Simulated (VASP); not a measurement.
## GeS: single point with LDA

The system is GeS.

```
Ge S
1.0
    10.60781    0.00000    0.00000
     0.00000    3.60810    0.00000
     0.00000    0.00000    4.42234
Ge S
4 4
Direct
  0.12508 0.25000 0.12823
  0.37492 0.75000 0.62823
  0.62508 0.25000 0.37177
  0.87492 0.75000 0.87177
  0.84723 0.25000 0.51187
  0.65277 0.75000 0.01187
  0.34723 0.25000 0.98813
  0.15277 0.75000 0.48813
```

```yaml
Program: VASP 6.6.1
Task: single point
Functional: LDA
Potentials_or_basis: VASP PAW LDA potentials, release 64 (Ge_d, S)
Cutoff: 500 eV
k_mesh: 4 × 8 × 6
Occupations: gaussian, width 0.01 eV
Spin: no spin polarisation
```

```json
{
 "Pressure": "-2.6 GPa",
 "Largest force": "0.074 eV/Å",
 "Band gap on the k mesh": "1.00 eV"
}
```

Forces on the atoms (eV/Å):
```
Ge  -0.045  0.000 -0.051
Ge   0.045  0.000 -0.051
Ge  -0.045  0.000  0.051
Ge   0.045  0.000  0.051
S    0.013  0.000 -0.073
S   -0.013  0.000 -0.073
S    0.013  0.000  0.073
S   -0.013  0.000  0.073
```

Stress tensor (GPa, compression positive):
```
-2.66  0.00  0.00
 0.00 -2.39  0.00
 0.00  0.00 -2.75
```

Levels at points of the mesh, in eV from the valence-band top:
| k point | band 36 | band 37 | band 38 | band 39 | band 40 | band 41 | band 42 | band 43 | band 44 | band 45 |
| --- | --- | --- | --- | --- | --- | --- | --- | --- | --- | --- |
| (0.00, 0.00, 0.00) | -2.18 | -1.74 | -1.00 | -0.95 | 0.00 | 1.00 | 2.20 | 2.49 | 2.80 | 2.91 |
| (0.50, 0.00, 0.00) | -2.12 | -1.94 | -1.94 | -0.45 | -0.45 | 2.10 | 2.10 | 2.36 | 2.36 | 3.55 |
| (0.00, 0.50, 0.00) | -2.44 | -1.70 | -1.70 | -1.32 | -1.32 | 1.27 | 1.27 | 1.39 | 1.39 | 2.30 |
| (0.50, 0.50, 0.00) | -2.64 | -1.69 | -1.69 | -1.69 | -1.69 | 1.56 | 1.56 | 1.56 | 1.56 | 2.50 |
| (0.00, 0.00, 0.50) | -1.85 | -1.20 | -1.20 | -0.38 | -0.38 | 1.61 | 1.61 | 2.40 | 2.40 | 2.81 |
| (0.50, 0.00, 0.50) | -2.34 | -0.99 | -0.99 | -0.40 | -0.40 | 1.61 | 1.61 | 2.21 | 2.21 | 3.04 |
| (0.00, 0.50, 0.50) | -3.77 | -2.10 | -2.10 | -1.45 | -1.45 | 2.95 | 2.95 | 2.99 | 2.99 | 4.54 |
| (0.50, 0.50, 0.50) | -4.26 | -1.49 | -1.49 | -1.49 | -1.49 | 2.65 | 2.65 | 2.65 | 2.65 | 4.43 |

Wall time 9.1 min on 1 thread of Intel Xeon 8259CL, on a shared host, peak memory 0.44 GiB.

A k mesh can miss the band edges.
